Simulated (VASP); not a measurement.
Input of a VASP 6.6.1 run:

File POSCAR:

```
BN
1.0
    2.5439665232      0.0000000000      0.0000000000
   -1.2719832616      2.2031396355      0.0000000000
    0.0000000000      0.0000000000      4.2077449317
B N
2 2
Direct
    0.5351372151      0.2370470921      0.9997995909
    0.3333333333      0.6666666667      0.4997995909
    0.6666666667      0.3333333333      0.6252004091
    0.3333333333      0.6666666667      0.1252004091
```

Contents of INCAR.step1:

```
PREC = Accurate ; ENCUT = 520
ISMEAR = 0 ; SIGMA = 0.05
LREAL = F ; LASPH = T
NELM = 60 ; NBANDS = 16
GGA = PE ; ALGO = Normal
EDIFF = 1E-4 ; LWAVE = T
LCHARG = F
```

INCAR.step2

```
PREC = Accurate ; ENCUT = 520
EDIFF = 1E-7 ; ISMEAR = 0
SIGMA = 0.05 ; LREAL = F
LASPH = T ; NELM = 60
ALGO = Normal ; ISIF = 2
LWAVE = F ; LCHARG = T
METAGGA = R2SCAN ; LMIXTAU = T
LELF = T ; LVHAR = T
NBANDS = 16 ; ISTART = 1
```

The input KPOINTS:

```
Automatic mesh
0
Gamma
  12 12 6
```

Potentials or basis: VASP PAW PBE potentials, release 64 (B, N).

Launch:

```console
$ cat potpaw_PBE.64/B/POTCAR potpaw_PBE.64/N/POTCAR > POTCAR
$ cp INCAR.step1 INCAR
$ mpirun -np 1 vasp_std > vasp.out
$ cp INCAR.step2 INCAR
$ mpirun -np 1 vasp_std > vasp.out
```

Problem. Estimate the pressure.

Solution. 12.0 GPa.

Problem. Estimate the largest force.

Solution. 5.964 eV/Å.

Problem. What does it give for the band gap on the k mesh?

Solution. 4.22 eV (least direct gap 6.73 eV).

Forces in eV/Å, atoms in the order of the input:
```
B    2.089  5.278 -1.831
B    0.003 -0.027 -0.126
N   -1.069 -1.056  0.183
N   -1.022 -4.195  1.775
```

Caveat: the cell differs from its parent crystal (atom 1 (B) moved -0.300 Å along Cartesian [1 1 0]); the stress differs along the axes, from 5 to 19 GPa; the PAW data sets were made with another functional, which shifts forces and pressure a little. A k mesh can miss the band edges.
